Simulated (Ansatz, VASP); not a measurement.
Given: the input of a run of VASP 6.6.1 on Sn.

Contents of INCAR:

```
ALGO = Normal
EDIFF = 1E-6
EDIFFG = -0.01
ENCUT = 600
GGA = RE
IBRION = 2
ISIF = 3
ISMEAR = -1
IVDW = 13
LASPH = True
LCHARG = False
LREAL = False
LWAVE = False
NELM = 100
NSW = 80
PREC = Accurate
SIGMA = 0.05
```

The input KPOINTS:

```
k-points
0
Gamma
  9 9 9
```

POSCAR

```
Sn
1.0
   -2.9401404553      2.9401404553      1.5993019889
    2.9401404553     -2.9401404553      1.5993019889
    2.9401404553      2.9401404553     -1.5993019889
Sn
2
Direct
    0.0000000000      0.0000000000      0.0000000000
    0.7500000000      0.2500000000      0.5000000000
```

Potentials or basis: VASP PAW PBE potentials, release 64 (Sn_d).

Run with:

```console
$ cat potpaw_PBE.64/Sn_d/POTCAR > POTCAR
$ mpirun -np 1 vasp_std > vasp.out
```

**Question.** Translate it to Ansatz 0.2.0. Potentials there: all-electron LAPW, scalar-relativistic.

**Answer.** As run (the cutoff follows the program's own potentials):

Contents of input.yaml:

```yaml
crystal:
  lattice:
    - [-2.9401404553, 2.9401404553, 1.5993019889]
    - [2.9401404553, -2.9401404553, 1.5993019889]
    - [2.9401404553, 2.9401404553, -1.5993019889]
  atoms:
    - { symbol: Sn, position: [0.0, 0.0, 0.0] }
    - { symbol: Sn, position: [0.75, 0.25, 0.5] }
kpoints:
  mp_grid: { grid: [9, 9, 9] }
scf:
  occupations: { method: fermi_dirac, width: 0.05 }
hamiltonian:
  xc: revpbe
  dispersion: d4
  pseudopotentials: { kind: all_electron, lapw: { basis_error: 0.001 } }
output:
  forces: true
  stress: true
relax:
  f_tol: 0.01
  max_steps: 60
  cell: {}
```

Potentials or basis: all-electron LAPW, scalar-relativistic.

Command:

```console
$ ansatz run input.yaml --threads 1 --pin off --max-ram 3072MiB --backend cpu --events-out ev --progress --plain --runs-dir out
```

Both were run:

|  | VASP | Ansatz | Ansatz less VASP |
| --- | --- | --- | --- |
| relaxed volume (Å³/atom) | 27.09 | 27.10 | +0.008 |
| relaxed cell length with the largest relative difference (Å) | 4.431 | 4.430 | -0.0003 |

VASP's potentials were made for PBE, not for revPBE. Ansatz ran all-electron here, and VASP with PAW potentials.
